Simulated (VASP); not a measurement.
Set up this calculation in VASP 6.6.1, as the native input.

```
Task                   : single point
Functional             : LDA
Potentials or basis    : VASP PAW LDA potentials, release 64 (Al, Cu)
Cutoff                 : 520 eV
k mesh                 : 10 × 10 × 14
Occupations            : gaussian, width 0.15 eV
Spin                   : no spin polarisation
Dipole correction      : no
Further INCAR settings : ALGO = Normal; EDIFF = 1e-07; NBANDS = 16
```

The structure of Al2Cu lies in POSCAR:

```
Al2Cu
1.0
    3.9479000000      0.0000000000      0.0000000000
    0.0000000000      3.9479000000      0.0000000000
    0.0000000000      0.0000000000      2.6709000000
Al Cu
2 1
Direct
    0.5000000000      0.0000000000      0.5000000000
    0.0000000000      0.5000000000      0.5000000000
    0.0000000000      0.0000000000      0.0000000000
```

The input as run:

INCAR

```
PREC = Accurate
ENCUT = 520
EDIFF = 1E-7
ISMEAR = 0
SIGMA = 0.15
LREAL = F
LASPH = T
NELM = 100
ALGO = Normal
ISIF = 2
LWAVE = F
LCHARG = F
NBANDS = 16
```

KPOINTS

```
Automatic mesh
0
Gamma
  10 10 14
```

Potentials or basis: VASP PAW LDA potentials, release 64 (Al, Cu).

The run is started by

```bash
$ cat potpaw_LDA.64/Al/POTCAR potpaw_LDA.64/Cu/POTCAR > POTCAR
$ mpirun -np 1 vasp_std > vasp.out
```

Results of the run:

The pressure is 14.1 GPa.

Run time: 58 s on 1 thread of AMD EPYC 9R45 96-Core Processor (Zen 5), with other jobs on the host, peak memory 0.19 GiB.
